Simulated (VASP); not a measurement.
**Ga: single point with PBE**

Crystal: Ga.

```
Ga
1.0
     0.00000    2.11791    2.11791
     2.11791    0.00000    2.11791
     2.11791    2.11791    0.00000
Ga
1
Direct
  0.00000 0.00000 0.00000
```

This isn't the form of Ga at room conditions, which is orthorhombic.

```yaml
Program: VASP 6.6.1
Task: single point
Functional: PBE
Potentials_or_basis: VASP PAW PBE potentials, release 64 (Ga_d)
Cutoff: 520 eV
k_mesh: 17 × 17 × 17
Occupations: fermi-dirac, width 0.05 eV
Spin: non-collinear spin, zero start, spin-orbit coupling
Starting_moments: "[[0.0, 0.0, 0.0]] μB"
```

| Property | Result |
| --- | --- |
| Pressure | 0.0 GPa |
| Net moment | 0.00 μB per cell |
| Valence electrons inside the program's atomic spheres | Ga 11.51 |

Moments on the atoms (μB; x, y, z):
```
Ga  0.00 0.00 0.00
```

Run time: 120 s on 1 thread of Intel(R) Xeon(R) 6975P-C (Granite Rapids), on a shared host, peak memory 0.26 GiB.
